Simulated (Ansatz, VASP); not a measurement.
# TiGe: VASP beside Ansatz

```
Ti Ge
1.0
     0.00000    2.91771    2.91771
     2.91771    0.00000    2.91771
     2.91771    2.91771    0.00000
Ti Ge
1 1
Cartesian
  0.0000 0.0000 0.0000
  1.4589 1.4589 1.4589
```

Change from the starting cell: species swapped into the ZnSe type (F-43m, No. 216).

Alike in both runs: functional PBE; k mesh 6 × 6 × 6; occupations gaussian, width 0.1 eV; no spin polarisation.

Ansatz relaxed the structure, and its values are those at the end. VASP's run is a single point on that final structure, the one shown.

```csv
,VASP,Ansatz
version,VASP 6.6.1,Ansatz 0.2.0
potentials or method,"VASP PAW PBE potentials, release 64 (Ti_sv, Ge_d), cutoff 520 eV","scalar-relativistic, plane waves, PAW"
valence electrons in the cell,26,26
```

|  | VASP | Ansatz | Ansatz less VASP |
| --- | --- | --- | --- |
| gap on the k mesh at the Fermi level (eV) | 0.24 | 0.24 | 0.000 |
| least direct gap on the mesh (eV) | 0.24 | 0.24 | 0.000 |
| pressure (GPa) | 0.3 | 0.3 | -0.04 |

The functional is the same, so the differences come from potentials, cutoffs and numerics.
